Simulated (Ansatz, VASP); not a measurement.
**InAs2: VASP beside Ansatz**

```
In As
1.0
     3.72334    0.00000    0.00000
    -1.86167    3.22451    0.00000
     0.00000    0.00000   12.10055
In As
2 4
Direct
  0.00000 0.00000 0.25000
  0.00000 0.00000 0.75000
  0.33333 0.66667 0.44097
  0.66667 0.33333 0.94097
  0.33333 0.66667 0.05903
  0.66667 0.33333 0.55903
```

Change from the starting cell: species swapped into the EuIn2 type (P6_3/mmc, No. 194).

Alike in both runs: functional PBE; k mesh 12 × 12 × 6; occupations gaussian, width 0.1 eV; no spin polarisation.

Ansatz relaxed the structure, and its values are those at the end. VASP's run is a single point on that final structure, the one shown.

```csv
,VASP,Ansatz
version,VASP 6.6.1,Ansatz 0.2.0
potentials or method,"VASP PAW PBE potentials, release 64 (In_d, As), cutoff 520 eV","scalar-relativistic, plane waves, PAW"
valence electrons in the cell,46,86
```

|  | VASP | Ansatz | Ansatz less VASP |
| --- | --- | --- | --- |
| gap on the k mesh at the Fermi level (eV) | none | none | - |
| pressure (GPa) | 0.1 | 0.0 | -0.12 |
| rms of the force components (eV/Å) | 0.017 | 0.000 | -0.0165 |

A gap of «none» marks a metal or a gap that the smearing closes. VASP's potentials hold 46 valence electrons a cell and Ansatz's 86, so a difference there can come from the potentials and not from the codes.
